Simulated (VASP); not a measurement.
Runs of VASP 6.6.1 on Sn. The structure is that of space group Pm-3m (No. 221), or close to it. The cells are those of the table. 

| task | cell | k mesh | cutoff (eV) | gap on the mesh (eV) | pressure (GPa) |
| --- | --- | --- | --- | --- | --- |
| single point | a = 3.056 Å, 1 atom | 6 × 6 × 6 | 520 | none | -0.2 |
| relaxation of cell and atoms | relaxed from a = 3.336 Å, 1 atom | 6 × 6 × 6 | 600 | none | 0.0 |
| single point | a = 3.054 Å, 1 atom | 18 × 18 × 18 | 550 | none | 0.0 |
| relaxation of cell and atoms | relaxed from a = 3.054 Å, 1 atom | 18 × 18 × 18 | 600 | none | 0.0 |
| single point | a = 3.336 Å, 1 atom | 6 × 6 × 6 | 520 | none | (a) |

Alike in all rows: level r2SCAN; potentials or basis VASP PAW PBE potentials, release 64 (Sn_d); no spin polarisation; smearing gaussian 0.1 eV.

Fill in the values left out.

(a) -7.6.

Caveats: the PAW data sets were made with another functional, which shifts forces and pressure a little; spin-orbit coupling is left out, which moves the levels of the heavy elements; the relaxation stopped at its first step, so nothing moved (some runs).

A k mesh can miss the band edges, and the runs leave out spin-orbit coupling on Sn.

A gap of «none» marks levels without a gap at the run's occupations.
